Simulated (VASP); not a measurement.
Set up this calculation in VASP 6.6.1, as the native input.

```yaml
Task: single point
Functional: PBE
Potentials_or_basis: VASP PAW PBE potentials, release 64 (W_sv, N)
Cutoff: 520 eV
k_mesh: 4 × 4 × 4
Occupations: gaussian, width 0.1 eV
Spin: no spin polarisation
Dipole_correction: no
Further_INCAR_settings: ALGO = Normal; EDIFF = 1e-06; NBANDS = 40
```

The structure of W3N4 lies in POSCAR:

```
W3N4
1.0
    7.7894541902      0.0000000000      0.0000000000
    0.0000000000      7.7894541902      0.0000000000
    0.0000000000      0.0000000000      7.7894541902
W N
3 4
Direct
    0.5000000000      0.5000000000      0.0000000000
    0.0000000000      0.5000000000      0.5000000000
    0.5000000000      0.0000000000      0.5000000000
    0.5000000000      0.5000000000      0.5000000000
    0.5000000000      0.0000000000      0.0000000000
    0.0000000000      0.5000000000      0.0000000000
    0.0000000000      0.0000000000      0.5000000000
```

The input as run:

INCAR

```
ALGO = Normal
EDIFF = 1E-6
ENCUT = 520
GGA = PE
ISIF = 2
ISMEAR = 0
LASPH = True
LCHARG = False
LREAL = False
LWAVE = False
NBANDS = 40
NELM = 100
PREC = Accurate
SIGMA = 0.1
```

KPOINTS

```
k-points
0
Gamma
  4 4 4
```

Potentials or basis: VASP PAW PBE potentials, release 64 (W_sv, N).

Run with:

```sh
$ cat potpaw_PBE.64/W_sv/POTCAR potpaw_PBE.64/N/POTCAR > POTCAR
$ mpirun -np 1 vasp_std > vasp.out
```

It gave:

```yaml
Pressure: -5.7 GPa
Band_gap_on_the_k_mesh: zero (bands 31 and 32 overlap by 0.08 eV)
```

Caveat: the highest band is partly filled, so the run has too few bands; the cell stands under tension; spin-orbit coupling is left out, which moves the levels of the heavy elements.

Run time: 34 min on 1 thread of Intel Xeon 8259CL, on a shared host, peak memory 0.59 GiB.
